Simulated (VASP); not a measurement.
# PbS (R3m) in VASP: notebook

The runs below take PbS through single point, with PBEsol, LDA.

All numbers are computed with VASP 6.6.1; they aren't measurements. Logs are shortened: lines on timing, memory, paths and dates and some standing lists are left out, and cuts for length are marked.

### 1 The cell of the first run

It takes space group R3m (No. 160, trigonal). The conventional cell has a = 4.168 Å, b = 4.168 Å, c = 10.216 Å, α = 90.00°, β = 90.00°, γ = 120.00°. Within 3.8 Å of Pb (site symmetry 3m) lie 6 S at 2.92 to 2.98 Å. S (site symmetry 3m) has 6 Pb at 2.92 to 2.98 Å within 3.8 Å.

### 2 Single point, PBEsol

INCAR

```
PREC = Accurate
ENCUT = 520
EDIFF = 1E-6
ISMEAR = -1
SIGMA = 0.05
LREAL = F
LASPH = T
NELM = 60
ALGO = Normal
ISIF = 2
LWAVE = F
LCHARG = F
GGA = PS
NBANDS = 17
```

KPOINTS

```
Automatic mesh
0
Gamma
  8 8 8
```

POSCAR

```
PbS
1.0
    2.0841087231      1.2032607323      3.4052630159
   -2.0841087231      1.2032607323      3.4052630159
    0.0000000000     -2.4065214646      3.4052630159
Pb S
1 1
Direct
    0.9805657800      0.9805657800      0.9805657800
    0.4750355500      0.4750355500      0.4750355500
```

Potentials or basis: VASP PAW PBE potentials, release 64 (Pb_d, S).

Command:

```
$ cat potpaw_PBE.64/Pb_d/POTCAR potpaw_PBE.64/S/POTCAR > POTCAR
$ mpirun -np 1 vasp_std > vasp.out
```

OUTCAR:

```text
PREC = Accurate
   ENCUT = 520
   EDIFF = 1E-6
   ISMEAR = -1
   LREAL = F
   LASPH = T
   NELM = 60
   ISIF = 2
   GGA = PS

 ion  position               nearest neighbor table
   1  0.981  0.981  0.981-   2 2.92   2 2.92   2 2.92   2 2.98   2 2.98   2 2.98
   2  0.475  0.475  0.475-   1 2.92   1 2.92   1 2.92   1 2.98   1 2.98   1 2.98

  LATTYP: Found a trigonal (rhomboedric) cell.
 ALAT       =     4.1697915736
 COS(alpha) =     0.5003774362

  Lattice vectors:

 A1 = (   2.0841087231,   1.2032607323,   3.4052630159)
 A2 = (  -2.0841087231,   1.2032607323,   3.4052630159)
 A3 = (   0.0000000000,  -2.4065214646,   3.4052630159)

Analysis of symmetry for initial positions (statically):
=====================================================================
 Subroutine PRICEL returns:
 Original cell was already a primitive cell.

 Routine SETGRP: Setting up the symmetry group for a
 trigonal (rhombohedral) supercell.

 Subroutine GETGRP returns: Found  6 space group operations
 (whereof  6 operations were pure point group operations)
 out of a pool of 12 trial point group operations.

The static configuration has the point symmetry C_3v.

Analysis of symmetry for dynamics (positions and initial velocities):
=====================================================================
 Subroutine PRICEL returns:
 Original cell was already a primitive cell.

 Routine SETGRP: Setting up the symmetry group for a
 trigonal (rhombohedral) supercell.

 Subroutine GETGRP returns: Found  6 space group operations
 (whereof  6 operations were pure point group operations)
 out of a pool of 12 trial point group operations.

The dynamic configuration has the point symmetry C_3v.

 Subroutine INISYM returns: Found  6 space group operations
 (whereof  6 operations are pure point group operations),
 and found     1 'primitive' translations

----------------------------------------------------------------------------------------

                                     Primitive cell

  volume of cell :      51.2368

  direct lattice vectors                    reciprocal lattice vectors
     2.084108723  1.203260732  3.405263016     0.239910708  0.138512512  0.097887691
    -2.084108723  1.203260732  3.405263016    -0.239910708  0.138512512  0.097887691
     0.000000000 -2.406521465  3.405263016     0.000000000 -0.277025024  0.097887691

[... 73 lines left out ...]
 SYSTEM =  unknown system
   PREC   = accura    normal or accurate (medium, high low for compatibility)
   ISTART =      0    job   : 0-new  1-cont  2-samecut
   ICHARG =      2    charge: 1-file 2-atom 10-const
   ISPIN  =      1    spin polarized calculation?
   LNONCOLLINEAR =      F non collinear calculations
   LSORBIT =      F    spin-orbit coupling
   LASPH  =      T    aspherical Exc in radial PAW
   ENCUT  =  520.0 eV  38.22 Ry    6.18 a.u.   7.75  7.75  7.75*2*pi/ulx,y,z
   NELM   =     60;   NELMIN=  2; NELMDL= -5     # of ELM steps
   EDIFF  = 0.1E-05   stopping-criterion for ELM
   LREAL  =      F    real-space projection
   EDIFFG = 0.1E-04   stopping-criterion for IOM
   NSW    =      0    number of steps for IOM
   IBRION =     -1    ionic relax: 0-MD 1-quasi-New 2-CG
   NFREE  =      0    steps in history (QN), initial steepest desc. (CG)
   ISIF   =      2    stress and relaxation
   ISYM   =      2    0-nonsym 1-usesym 2-fastsym
   POTIM  = 0.5000    time-step for ionic-motion
   TEBEG  =    0.0;   TEEND  =   0.0 temperature during run
   PSTRESS=    0.0 pullay stress
   NELECT =      20.0000    total number of electrons
   NUPDOWN=      -1.0000    fix difference up-down
   EMIN   =  10.00;   EMAX   =-10.00  energy-range for DOS
   EFERMI =   0.00;   METHOD = LEGACY
   ISMEAR =    -1;   SIGMA  =   0.05  broadening in eV -4-tet -1-fermi 0-gaus
   EFERMI_NEDOS =   21; number of points for ismear=-14 and -15
   IALGO  =     38    algorithm
   IMIX   =      4    mixing-type and parameters
     AMIX     =   0.40;   BMIX     =  1.00
     AMIX_MAG =   1.60;   BMIX_MAG =  1.00
  volume/ion in A,a.u.               =      25.62       172.88
  Fermi-wavevector in a.u.,A,eV,Ry     =   1.196440  2.260943 19.476304  1.431468
  Thomas-Fermi vector in A             =   2.332380
   LORBIT       =      0    0 simple, 1 ext, 2 COOP (PROOUT), +10 PAW based schemes
   GGA     = PS    functional components
   LHFCALC =     F    Hartree Fock is set to
   AEXX    =    0.0000 exact exchange contribution
   IVDW    =     0    specifies the selected vdW correction
   LEPSILON=     F    determine dielectric tensor
   LRPA    =     F    only Hartree local field effects (RPA)
 non-spin polarized calculation
  energy-cutoff  :      520.00
  volume of cell :       51.24
 maximum number of plane-waves:      1411
   NGX = 15   NGY = 15   NGZ = 15

 number of electron      20.0000001 magnetization

 Free energy of the ion-electron system (eV)
  ---------------------------------------------------
  ext. energy  EPLUGINS =         0.00000000
  ---------------------------------------------------
  free energy    TOTEN  =        -9.45677245 eV

  energy without entropy =       -9.45632164  energy(sigma->0) =       -9.45654704

 E-fermi :   6.0431     XC(G=0):  -9.9719

 val. band max:        5.9361517481   @ k =   0.5000   0.0000   0.0000
 cond. band min:       6.1499393268   @ k =   0.5000   0.0000   0.0000
 fundamental gap:      0.2137875787
 Fermi energy:         6.0430630294

 k-point     1 :       0.0000    0.0000    0.0000
  band No.  band energies     occupation
      1     -10.8451      2.00000
      2     -10.8447      2.00000
      3     -10.8447      2.00000
      4     -10.8326      2.00000
      5     -10.8326      2.00000
      6      -7.8467      2.00000
[... 457 lines left out ...]
      4     -10.8177      2.00000
      5     -10.8071      2.00000
      6      -7.0396      2.00000
[... 9 lines left out ...]
     16      15.4575      0.00000
     17      16.7838      0.00000

 [... further k-points ...]
[... 5 lines left out ...]
  --------------------------------------------------------------------------------------
  -------------------------------------------------------------------------------------
  Total        0.0576137      0.0576137      0.0602413      0.0000000     -0.0000000      0.0000000
  in kB        1.8015846      1.8015846      1.8837474      0.0000000     -0.0000000      0.0000000
  external PRESSURE =       1.8289722 kB  Pullay stress =       0.0000000 kB

 VOLUME and BASIS-vectors are now :
 -----------------------------------------------------------------------------
  energy-cutoff  :      520.00
  volume of cell :       51.24
      direct lattice vectors                 reciprocal lattice vectors
     2.084108723  1.203260732  3.405263016     0.239910708  0.138512512  0.097887691
    -2.084108723  1.203260732  3.405263016    -0.239910708  0.138512512  0.097887691
     0.000000000 -2.406521465  3.405263016     0.000000000 -0.277025024  0.097887691

 POSITION                                       TOTAL-FORCE (eV/Angst)
 -----------------------------------------------------------------------------------
      0.00000      0.00000     10.01725         0.000000      0.000000     -0.029111
      0.00000      0.00000      4.85286         0.000000     -0.000000      0.029111
 -----------------------------------------------------------------------------------
    total drift:                                0.000000      0.000000     -0.000438

  FREE ENERGIE OF THE ION-ELECTRON SYSTEM (eV)
  ---------------------------------------------------
  free  energy   TOTEN  =        -9.4567724493 eV

  energy  without entropy=       -9.4563216400  energy(sigma->0) =       -9.45654704
```

OSZICAR:

```text
N       E                     dE             d eps       ncg     rms          rms(c)
DAV:   1     0.154331918983E+03    0.15433E+03   -0.95345E+03  2210   0.129E+03
DAV:   2     0.216935154843E+01   -0.15216E+03   -0.14636E+03  2352   0.315E+02
DAV:   3    -0.955159930285E+01   -0.11721E+02   -0.11610E+02  2929   0.908E+01
DAV:   4    -0.983741180667E+01   -0.28581E+00   -0.28549E+00  2813   0.155E+01
DAV:   5    -0.984756990066E+01   -0.10158E-01   -0.10157E-01  3271   0.284E+00    0.452E+00
DAV:   6    -0.946068404617E+01    0.38689E+00   -0.10982E+00  3496   0.759E+00    0.307E+00
DAV:   7    -0.945712035620E+01    0.35637E-02   -0.10669E-01  2700   0.169E+00    0.165E+00
DAV:   8    -0.945697403465E+01    0.14632E-03   -0.10803E-02  2591   0.106E+00    0.151E-01
DAV:   9    -0.945670903528E+01    0.26500E-03   -0.21222E-03  3561   0.369E-01    0.728E-02
DAV:  10    -0.945677191216E+01   -0.62877E-04   -0.18057E-04  2563   0.805E-02    0.332E-02
DAV:  11    -0.945677241687E+01   -0.50471E-06   -0.17884E-05  3061   0.439E-02    0.996E-03
DAV:  12    -0.945677244930E+01   -0.32430E-07   -0.94640E-07  2083   0.126E-02
   1 F= -.94567724E+01 E0= -.94565470E+01  d E =-.450809E-03
```

stdout:

```text
POSCAR found type information on POSCAR PbS
 POSCAR found :  2 types and       2 ions
 scaLAPACK will be used
 -----------------------------------------------------------------------------
|                                                                             |
|                                                                             |
|     You enforced a specific xc type in the INCAR file but a different       |
|     I HOPE YOU KNOW WHAT YOU ARE DOING!                                     |
|                                                                             |
 -----------------------------------------------------------------------------

 LDA part: xc-table for (Slater+PW92), standard interpolation
 POSCAR, INCAR and KPOINTS ok, starting setup
 FFT: planning ... GRIDC
 FFT: planning ... GRID_SOFT
 FFT: planning ... GRID
 WAVECAR not read
 entering main loop
```

Wall time 57 s (1 thread of Intel Xeon 8259CL, shared host); peak memory 0.21 GiB.

What came out:

```
Free energy            : -9.4568 eV
Pressure               : 0.2 GPa
Largest force          : 0.029 eV/Å
Band gap on the k mesh : 0.21 eV, direct
```

Forces on the atoms (eV/Å):
```
Pb   0.000  0.000 -0.029
S    0.000  0.000  0.029
```

Levels at points of the mesh, in eV from the valence-band top:
```
           k point  band 8  band 9  band 10  band 11  band 12  band 13
(0.00, 0.00, 0.00)   -2.27   -2.27    -2.27     5.16     5.20     5.20
(0.50, 0.00, 0.00)   -1.87   -1.87     0.00     0.21     1.85     1.86
(0.50, 0.50, 0.00)   -5.41   -3.60    -3.59     3.61     5.58     5.71
(0.50, 0.50, 0.50)   -1.86   -1.86    -0.06     0.28     1.85     1.85
```

Caveat: the PAW data sets were made with another functional, which shifts forces and pressure a little; spin-orbit coupling is left out, which moves the levels of the heavy elements.

### 3 Single point, LDA (volume scaled by 0.94)

Changes to INCAR since step 2:

```diff
@@ -12,3 +12,3 @@
 LCHARG = F
-GGA = PS
+GGA = CA
 NBANDS = 17
```

KPOINTS

```
regular mesh
0
Gamma
  8 8 8
```

POSCAR

```
PbS
1.0
    2.0695340594      1.1948460463      3.3814492087
   -2.0695340594      1.1948460463      3.3814492087
    0.0000000000     -2.3896920926      3.3814492087
Pb S
1 1
Direct
    0.9805657800      0.9805657800      0.9805657800
    0.4750355500      0.4750355500      0.4750355500
```

Potentials or basis: VASP PAW LDA potentials, release 64 (Pb_d, S).

Command:

```
$ cat potpaw_LDA.64/Pb_d/POTCAR potpaw_LDA.64/S/POTCAR > POTCAR
$ mpirun -np 1 vasp_std > vasp.out
```

It used 60 s of CPU time on 1 thread of AMD EPYC 7R13 Processor (Zen 3), on a shared host.

It converged, with:

- Free energy: -9.9990 eV
- Pressure: -0.3 GPa
- Largest force: 0.030 eV/Å
- Band gap on the k mesh: 0.12 eV, direct

Forces in eV/Å, atoms in the order of the input:
```
Pb   0.000  0.000 -0.030
S    0.000  0.000  0.030
```

Levels at points of the mesh, in eV from the valence-band top:
| k point | band 7 | band 8 | band 9 | band 10 | band 11 | band 12 | band 13 | band 14 |
| --- | --- | --- | --- | --- | --- | --- | --- | --- |
| (0.00, 0.00, 0.00) | -6.03 | -2.38 | -2.38 | -2.38 | 5.12 | 5.15 | 5.15 | 6.54 |
| (0.50, 0.00, 0.00) | -9.19 | -1.96 | -1.95 | 0.00 | 0.12 | 1.73 | 1.74 | 8.49 |
| (0.50, 0.50, 0.00) | -7.37 | -5.61 | -3.75 | -3.74 | 3.51 | 5.57 | 5.69 | 5.71 |
| (0.50, 0.50, 0.50) | -9.18 | -1.95 | -1.95 | -0.09 | 0.20 | 1.73 | 1.73 | 8.49 |

Caveat: spin-orbit coupling is left out, which moves the levels of the heavy elements. A k mesh can miss the band edges.
